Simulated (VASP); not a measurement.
# AlN (P6_3/mmc) in VASP: notebook, part 2 of 2

VASP 6.6.1. The steps go on from the part before.

## 3. Single point, PBE

The input, INCAR:

```
PREC     = Accurate       # precision mode
ENCUT    = 600            # plane-wave cutoff, eV
EDIFF    = 1E-6           # SCF threshold, eV
ISMEAR   = 0              # smearing method
SIGMA    = 0.01           # smearing width, eV
LREAL    = F              # projectors in reciprocal space
LASPH    = T              # aspherical terms in the spheres
NELM     = 120            # most SCF steps
ALGO     = Normal         # electronic algorithm
ISIF     = 2              # what is computed and relaxed
LWAVE    = F              # write WAVECAR
LCHARG   = F              # write CHGCAR
GGA      = PE             # functional
NBANDS   = 16             # bands
GGA_COMPAT= F
```

The input, KPOINTS:

```
regular mesh
0
Gamma
  6 6 4
```

The input, POSCAR:

```
AlN
1.0
    2.8328531113      0.0000000000      0.0000000000
   -1.4164265556      2.4533227596      0.0000000000
    0.0000000000      0.0000000000      4.8410108371
Al N
2 2
Direct
    0.0000000000      0.0000000000      0.0000000000
    0.0000000000      0.0000000000      0.5000000000
    0.3333333333      0.6666666667      0.2500000000
    0.6666666667      0.3333333333      0.7500000000
```

Potentials or basis: VASP PAW PBE potentials, release 64 (Al, N).

Command:

```
cat potpaw_PBE.64/Al/POTCAR potpaw_PBE.64/N/POTCAR > POTCAR
mpirun -np 1 vasp_std > vasp.out
```

OUTCAR:

```text
PREC = Accurate
   ENCUT = 600
   EDIFF = 1E-6
   ISMEAR = 0
   LREAL = F
   LASPH = T
   NELM = 120
   ISIF = 2
   GGA = PE

 ion  position               nearest neighbor table
   1  0.000  0.000  0.000-   3 2.03   4 2.03   3 2.03   4 2.03   4 2.03   3 2.03   2 2.42   2 2.42

   2  0.000  0.000  0.500-   3 2.03   4 2.03   3 2.03   4 2.03   4 2.03   3 2.03   1 2.42   1 2.42

   3  0.333  0.667  0.250-   1 2.03   2 2.03   1 2.03   2 2.03   1 2.03   2 2.03
   4  0.667  0.333  0.750-   1 2.03   2 2.03   1 2.03   2 2.03   1 2.03   2 2.03

  LATTYP: Found a hexagonal cell.
 ALAT       =     2.8328531113
 C/A-ratio  =     1.7088816987

  Lattice vectors:

 A1 = (   2.8328531113,   0.0000000000,   0.0000000000)
 A2 = (  -1.4164265556,   2.4533227596,   0.0000000000)
 A3 = (   0.0000000000,   0.0000000000,   4.8410108371)

Analysis of symmetry for initial positions (statically):
=====================================================================
 Subroutine PRICEL returns:
 Original cell was already a primitive cell.

 Routine SETGRP: Setting up the symmetry group for a
 hexagonal supercell.

 Subroutine GETGRP returns: Found 24 space group operations
 (whereof 12 operations were pure point group operations)
 out of a pool of 24 trial point group operations.

The static configuration has the point symmetry D_3d.
 The point group associated with its full space group is D_6h.

Analysis of symmetry for dynamics (positions and initial velocities):
=====================================================================
 Subroutine PRICEL returns:
 Original cell was already a primitive cell.

 Routine SETGRP: Setting up the symmetry group for a
 hexagonal supercell.

 Subroutine GETGRP returns: Found 24 space group operations
 (whereof 12 operations were pure point group operations)
 out of a pool of 24 trial point group operations.

The dynamic configuration has the point symmetry D_3d.
 The point group associated with its full space group is D_6h.

 Subroutine INISYM returns: Found 24 space group operations
 (whereof 12 operations are pure point group operations),
 and found     1 'primitive' translations

----------------------------------------------------------------------------------------

                                     Primitive cell

  volume of cell :      33.6446

  direct lattice vectors                    reciprocal lattice vectors
     2.832853111  0.000000000  0.000000000     0.353001007  0.203805226  0.000000000
    -1.416426556  2.453322760  0.000000000     0.000000000  0.407610452  0.000000000
     0.000000000  0.000000000  4.841010837     0.000000000  0.000000000  0.206568428

  length of vectors
     2.832853111  2.832853111  4.841010837     0.407610452  0.407610452  0.206568428

  position of ions in fractional coordinates (direct lattice)
     0.000000000  0.000000000  0.000000000
     0.000000000  0.000000000  0.500000000
     0.333333333  0.666666667  0.250000000
     0.666666667  0.333333333  0.750000000

  ion indices of the primitive-cell ions
   primitive index   ion index
                 1           1
                 2           2
                 3           3
                 4           4

----------------------------------------------------------------------------------------

 KPOINTS: regular mesh

Automatic generation of k-mesh.
 Grid dimensions read from file:
 generate k-points for:    6    6    4

 Generating k-lattice:

  Cartesian coordinates                     Fractional coordinates (reciprocal lattice)
     0.058833501  0.033967538  0.000000000     0.166666667 -0.000000000  0.000000000
     0.000000000  0.067935075  0.000000000     0.000000000  0.166666667  0.000000000
     0.000000000  0.000000000  0.051642107     0.000000000  0.000000000  0.250000000

  Length of vectors
     0.067935075  0.067935075  0.051642107

  Shift w.r.t. Gamma in fractional coordinates (k-lattice)
     0.000000000  0.000000000  0.000000000

 Subroutine IBZKPT returns following result:
 ===========================================

 Found     21 irreducible k-points:

 Following reciprocal coordinates:
            Coordinates               Weight
  0.000000  0.000000  0.000000      1.000000
  0.166667  0.000000  0.000000      6.000000
  0.333333 -0.000000  0.000000      6.000000
  0.500000  0.000000  0.000000      3.000000
  0.166667  0.166667  0.000000      6.000000
  0.333333  0.166667  0.000000     12.000000
[... 13 lines left out ...]
  0.333333  0.166667  0.500000     12.000000
  0.333333  0.333333  0.500000      2.000000
   k-points           NKPTS =     21   k-points in BZ     NKDIM =     21   number of bands    NBANDS=     16
   number of dos      NEDOS =    301   number of ions     NIONS =      4
   total plane-waves  NPLWV =  23040
   dimension x,y,z NGX =    24 NGY =   24 NGZ =   40
   dimension x,y,z NGXF=    48 NGYF=   48 NGZF=   80
   ions per type =               2   2
   NGX,Y,Z   is equivalent  to a cutoff of  14.08, 14.08, 13.74 a.u.
   NGXF,Y,Z  is equivalent  to a cutoff of  28.17, 28.17, 27.47 a.u.
 SYSTEM =  unknown system
   PREC   = accura    normal or accurate (medium, high low for compatibility)
   ISTART =      0    job   : 0-new  1-cont  2-samecut
   ICHARG =      2    charge: 1-file 2-atom 10-const
   ISPIN  =      1    spin polarized calculation?
   LNONCOLLINEAR =      F non collinear calculations
   LSORBIT =      F    spin-orbit coupling
   LASPH  =      T    aspherical Exc in radial PAW
   ENCUT  =  600.0 eV  44.10 Ry    6.64 a.u.   5.66  5.66  9.67*2*pi/ulx,y,z
   NELM   =    120;   NELMIN=  2; NELMDL= -5     # of ELM steps
   EDIFF  = 0.1E-05   stopping-criterion for ELM
   LREAL  =      F    real-space projection
[... 7 lines left out ...]
   TEBEG  =    0.0;   TEEND  =   0.0 temperature during run
   PSTRESS=    0.0 pullay stress
   NELECT =      16.0000    total number of electrons
   NUPDOWN=      -1.0000    fix difference up-down
   EMIN   =  10.00;   EMAX   =-10.00  energy-range for DOS
   EFERMI =   0.00;   METHOD = LEGACY
   ISMEAR =     0;   SIGMA  =   0.01  broadening in eV -4-tet -1-fermi 0-gaus
   EFERMI_NEDOS =   21; number of points for ismear=-14 and -15
   IALGO  =     38    algorithm
   IMIX   =      4    mixing-type and parameters
     AMIX     =   0.40;   BMIX     =  1.00
     AMIX_MAG =   1.60;   BMIX_MAG =  1.00
  volume/ion in A,a.u.               =       8.41        56.76
  Fermi-wavevector in a.u.,A,eV,Ry     =   1.277840  2.414768 22.216622  1.632876
  Thomas-Fermi vector in A             =   2.410417
   LORBIT       =      0    0 simple, 1 ext, 2 COOP (PROOUT), +10 PAW based schemes
   GGA     = PE    functional components
   LHFCALC =     F    Hartree Fock is set to
   AEXX    =    0.0000 exact exchange contribution
   IVDW    =     0    specifies the selected vdW correction
   LEPSILON=     F    determine dielectric tensor
   LRPA    =     F    only Hartree local field effects (RPA)
 non-spin polarized calculation
 Gauss-broadening in eV      SIGMA  =   0.01
  energy-cutoff  :      600.00
  volume of cell :       33.64
 maximum number of plane-waves:      1135
 NGX is ok and might be reduce to    24
   NGX = 11   NGY = 11   NGZ = 19

 number of electron      15.9999998 magnetization

 Free energy of the ion-electron system (eV)
  ---------------------------------------------------
  ext. energy  EPLUGINS =         0.00000000
  ---------------------------------------------------
  free energy    TOTEN  =       -28.43974247 eV

  energy without entropy =      -28.43974247  energy(sigma->0) =      -28.43974247

 E-fermi :   9.8457     XC(G=0): -12.1769

 val. band max:        9.8027348784   @ k =   0.0000   0.0000   0.0000
 cond. band min:      14.8007255667   @ k =   0.5000   0.0000   0.2500
 fundamental gap:      4.9979906883
 Fermi energy:         9.8457198855

 k-point     1 :       0.0000    0.0000    0.0000
  band No.  band energies     occupation
      1      -7.7113      2.00000
      2      -4.7870      2.00000
      3       1.2054      2.00000
      4       8.9481      2.00000
      5       8.9481      2.00000
      6       9.2472      2.00000
[... 8 lines left out ...]
     15      23.1539      0.00000
     16      23.1539      0.00000
[... 363 lines left out ...]
  band No.  band energies     occupation
      1      -3.6418      2.00000
      2      -3.6418      2.00000
      3       3.5093      2.00000
      4       3.5093      2.00000
      5       3.6304      2.00000
      6       3.6304      2.00000
[... 8 lines left out ...]
     15      22.1303      0.00000
     16      22.1303      0.00000

------------------------ aborting loop because EDIFF is reached ----------------------------------------

  FORCE on cell =-STRESS in cart. coord.  units (eV):
  Direction    XX          YY          ZZ          XY          YZ          ZX
  --------------------------------------------------------------------------------------
  -------------------------------------------------------------------------------------
  Total        1.1311334      1.1311334      1.4093288      0.0000000      0.0000000      0.0000000
  in kB       53.8653641     53.8653641     67.1132245      0.0000000      0.0000000      0.0000000
  external PRESSURE =      58.2813176 kB  Pullay stress =       0.0000000 kB

 VOLUME and BASIS-vectors are now :
 -----------------------------------------------------------------------------
  energy-cutoff  :      600.00
  volume of cell :       33.64
      direct lattice vectors                 reciprocal lattice vectors
     2.832853111  0.000000000  0.000000000     0.353001007  0.203805226  0.000000000
    -1.416426556  2.453322760  0.000000000     0.000000000  0.407610452  0.000000000
     0.000000000  0.000000000  4.841010837     0.000000000  0.000000000  0.206568428

 POSITION                                       TOTAL-FORCE (eV/Angst)
 -----------------------------------------------------------------------------------
      0.00000      0.00000      0.00000        -0.000000      0.000000     -0.000000
      0.00000      0.00000      2.42051         0.000000      0.000000     -0.000000
     -0.00000      1.63555      1.21025         0.000000     -0.000000      0.000000
      1.41643      0.81777      3.63076        -0.000000      0.000000     -0.000000
 -----------------------------------------------------------------------------------
    total drift:                               -0.000000      0.000000     -0.000000

  FREE ENERGIE OF THE ION-ELECTRON SYSTEM (eV)
  ---------------------------------------------------
  free  energy   TOTEN  =       -28.4397424650 eV

  energy  without entropy=      -28.4397424650  energy(sigma->0) =      -28.43974247
```

Run time: 7.6 s. Hardware: 1 thread of AMD EPYC 9R45 (Zen 5), shared host; peak memory 0.12 GiB.

Results:

```yaml
Free_energy: -28.4397 eV
Pressure: 5.8 GPa
Band_gap_on_the_k_mesh: 5.00 eV, indirect (least direct gap 5.18 eV)
```

Stress tensor (GPa, compression positive):
```
5.39 0.00 0.00
0.00 5.39 0.00
0.00 0.00 6.71
```

Caveat: the k points lie up to 0.43 Å⁻¹ apart.

## 4. Single point, PBE

The input, INCAR:

```
SYSTEM = AlN
ALGO = Normal
EDIFF = 1E-6
ENCUT = 600
GGA = PE
GGA_COMPAT = .FALSE.
ISIF = 2
ISMEAR = 0
LASPH = .TRUE.
LCHARG = .FALSE.
LREAL = .FALSE.
LWAVE = .FALSE.
NBANDS = 16
NELM = 120
PREC = Accurate
SIGMA = 0.01
```

The input, KPOINTS:

```
k-points
0
G
  6 6 4
  0 0 0
```

POSCAR is that of step 3.

Potentials or basis: VASP PAW PBE potentials, release 64 (Al, N).

Command:

```
cat potpaw_PBE.64/Al/POTCAR potpaw_PBE.64/N/POTCAR > POTCAR
mpirun -np 1 vasp_std > vasp.out
```

OUTCAR:

```text
SYSTEM = AlN
   EDIFF = 1E-6
   ENCUT = 600
   GGA = PE
   ISIF = 2
   ISMEAR = 0
   LASPH = .TRUE.
   LREAL = .FALSE.
   NELM = 120
   PREC = Accurate

 ion  position               nearest neighbor table
   1  0.000  0.000  0.000-   3 2.03   4 2.03   3 2.03   4 2.03   4 2.03   3 2.03   2 2.42   2 2.42

   2  0.000  0.000  0.500-   3 2.03   4 2.03   3 2.03   4 2.03   4 2.03   3 2.03   1 2.42   1 2.42

   3  0.333  0.667  0.250-   1 2.03   2 2.03   1 2.03   2 2.03   1 2.03   2 2.03
[... 598 lines left out ...]
  Direction    XX          YY          ZZ          XY          YZ          ZX
  --------------------------------------------------------------------------------------
  -------------------------------------------------------------------------------------
  Total        1.1311334      1.1311334      1.4093288      0.0000000      0.0000000      0.0000000
  in kB       53.8653641     53.8653641     67.1132245      0.0000000      0.0000000      0.0000000
  external PRESSURE =      58.2813176 kB  Pullay stress =       0.0000000 kB

 VOLUME and BASIS-vectors are now :
 -----------------------------------------------------------------------------
  energy-cutoff  :      600.00
  volume of cell :       33.64
      direct lattice vectors                 reciprocal lattice vectors
     2.832853111  0.000000000  0.000000000     0.353001007  0.203805226  0.000000000
    -1.416426556  2.453322760  0.000000000     0.000000000  0.407610452  0.000000000
     0.000000000  0.000000000  4.841010837     0.000000000  0.000000000  0.206568428

 POSITION                                       TOTAL-FORCE (eV/Angst)
 -----------------------------------------------------------------------------------
      0.00000      0.00000      0.00000        -0.000000      0.000000     -0.000000
      0.00000      0.00000      2.42051         0.000000      0.000000     -0.000000
     -0.00000      1.63555      1.21025         0.000000     -0.000000      0.000000
      1.41643      0.81777      3.63076        -0.000000      0.000000     -0.000000
 -----------------------------------------------------------------------------------
    total drift:                               -0.000000      0.000000     -0.000000

  FREE ENERGIE OF THE ION-ELECTRON SYSTEM (eV)
  ---------------------------------------------------
  free  energy   TOTEN  =       -28.4397424650 eV

  energy  without entropy=      -28.4397424650  energy(sigma->0) =      -28.43974247
```

It took 7.5 s on 1 thread of AMD EPYC 9R45 (Zen 5), shared host; peak memory 0.12 GiB.

Results:

```yaml
Free_energy: -28.4397 eV
Pressure: 5.8 GPa
Band_gap_on_the_k_mesh: 5.00 eV, indirect (least direct gap 5.18 eV)
```

Levels at points of the mesh, in eV from the valence-band top:
| k point | band 4 | band 5 | band 6 | band 7 | band 8 | band 9 | band 10 | band 11 | band 12 | band 13 |
| --- | --- | --- | --- | --- | --- | --- | --- | --- | --- | --- |
| (0.00, 0.00, 0.00) | -0.85 | -0.85 | -0.56 | 0.00 | 0.00 | 5.18 | 6.38 | 8.98 | 12.44 | 12.44 |
| (0.50, 0.00, 0.00) | -6.20 | -5.05 | -3.07 | -2.56 | -1.10 | 5.36 | 6.37 | 6.64 | 10.84 | 10.97 |
| (0.00, 0.00, 0.50) | -4.90 | -0.44 | -0.44 | -0.44 | -0.44 | 6.64 | 6.64 | 10.43 | 10.43 | 11.95 |
| (0.50, 0.00, 0.50) | -7.78 | -2.68 | -2.68 | -1.91 | -1.91 | 5.64 | 5.64 | 7.13 | 7.13 | 12.90 |

Caveat: the k points lie up to 0.43 Å⁻¹ apart.
